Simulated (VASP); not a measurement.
Input of a VASP 6.6.1 run:

File POSCAR:

```
Be2C
1.0
    0.0000000000      2.1552992136      2.1552992136
    2.1552992136      0.0000000000      2.1552992136
    2.1552992136      2.1552992136      0.0000000000
Be C
2 1
Direct
    0.2500000000      0.2500000000      0.2500000000
    0.7500000000      0.7500000000      0.7500000000
    0.0000000000      0.0000000000      0.0000000000
```

File INCAR.step1:

```
SYSTEM = Be2C
ALGO     = Normal         ! electronic algorithm
EDIFF    = 1E-5           ! SCF threshold, eV
ENCUT    = 660            ! plane-wave cutoff, eV
GGA      = PE             ! functional
GGA_COMPAT= .False.      
ISMEAR   = 0              ! smearing method
LASPH    = .True.         ! aspherical terms in the spheres
LCHARG   = .False.        ! write CHGCAR
LREAL    = .False.        ! projectors in reciprocal space
LWAVE    = .True.         ! write WAVECAR
NBANDS   = 11             ! bands
NELM     = 120            ! most SCF steps
PREC     = Accurate       ! precision mode
SIGMA    = 0.01           ! smearing width, eV
```

The input INCAR.step2:

```
SYSTEM = Be2C
ALGO     = Normal         ! electronic algorithm
EDIFF    = 1E-6           ! SCF threshold, eV
ENCUT    = 660            ! plane-wave cutoff, eV
GGA_COMPAT= .False.      
ISIF     = 2              ! what is computed and relaxed
ISMEAR   = 0              ! smearing method
ISTART   = 1            
IVDW     = 13             ! dispersion correction
LASPH    = .True.         ! aspherical terms in the spheres
LCHARG   = .False.        ! write CHGCAR
LMIXTAU  = .True.       
LREAL    = .False.        ! projectors in reciprocal space
LWAVE    = .False.        ! write WAVECAR
METAGGA  = R2SCAN         ! meta-GGA
NBANDS   = 11             ! bands
NELM     = 120            ! most SCF steps
PREC     = Accurate       ! precision mode
SIGMA    = 0.01           ! smearing width, eV
VDW_A1   = 0.51559235   
VDW_A2   = 5.77342911   
VDW_S6   = 1.0          
VDW_S8   = 0.6018749
```

KPOINTS

```
k-points
0
Gamma
  8 8 8
  0 0 0
```

Potentials or basis: VASP PAW PBE potentials, release 64 (Be, C).

The run is started by

```sh
$ cat potpaw_PBE.64/Be/POTCAR potpaw_PBE.64/C/POTCAR > POTCAR
$ cp INCAR.step1 INCAR
$ mpirun -np 1 vasp_std > vasp.out
$ cp INCAR.step2 INCAR
$ mpirun -np 1 vasp_std > vasp.out
```

**Question.** What does it give for the dispersion energy per atom?

**Answer.** -0.066 eV.

**Question.** Predict the pressure.

**Answer.** 0.8 GPa.

Caveat: the PAW data sets were made with another functional, which shifts forces and pressure a little.
